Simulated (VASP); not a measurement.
Wanted: the native input for a VASP 6.6.1 run.

| Item | Value |
| --- | --- |
| Task | single point |
| Functional | PBE |
| Potentials or basis | VASP PAW PBE potentials, release 64 (In_d, As) |
| Cutoff | 520 eV |
| k mesh | 10 × 10 × 10 |
| Occupations | fermi-dirac, width 0.05 eV |
| Spin | no spin polarisation |
| Dipole correction | no |
| Further INCAR settings | ALGO = Normal; EDIFF = 1e-06; NBANDS = 16 |

The structure of InAs (rocksalt type) lies in POSCAR:

```
InAs
1.0
    0.0000000000      2.8743196729      2.8743196729
    2.8743196729      0.0000000000      2.8743196729
    2.8743196729      2.8743196729      0.0000000000
In As
1 1
Direct
    0.0000000000      0.0000000000      0.0000000000
    0.5000000000      0.5000000000      0.5000000000
```

The input as run:

INCAR

```
SYSTEM = InAs
  ALGO = Normal
  EDIFF = 1E-6
  ENCUT = 520
  GGA = PE
  ISIF = 2
  ISMEAR = -1
  LASPH = .TRUE.
  LCHARG = .FALSE.
  LREAL = .FALSE.
  LWAVE = .FALSE.
  NBANDS = 16
  NELM = 80
  PREC = Accurate
  SIGMA = 0.05
```

KPOINTS

```
k-points
0
G
  10 10 10
  0 0 0
```

Potentials or basis: VASP PAW PBE potentials, release 64 (In_d, As).

Launch:

```console
$ cat potpaw_PBE.64/In_d/POTCAR potpaw_PBE.64/As/POTCAR > POTCAR
$ mpirun -np 1 vasp_std > vasp.out
```

Results of the run:

```json
{
  "Pressure": "0.0 GPa",
  "Band gap on the k mesh": "zero (bands 9 and 10 overlap by 2.57 eV)"
}
```

Caveat: spin-orbit coupling is left out, which moves the levels of the heavy elements.

Wall time 47 s on 1 thread of Intel Xeon 8259CL (shared host), peak memory 0.19 GiB.
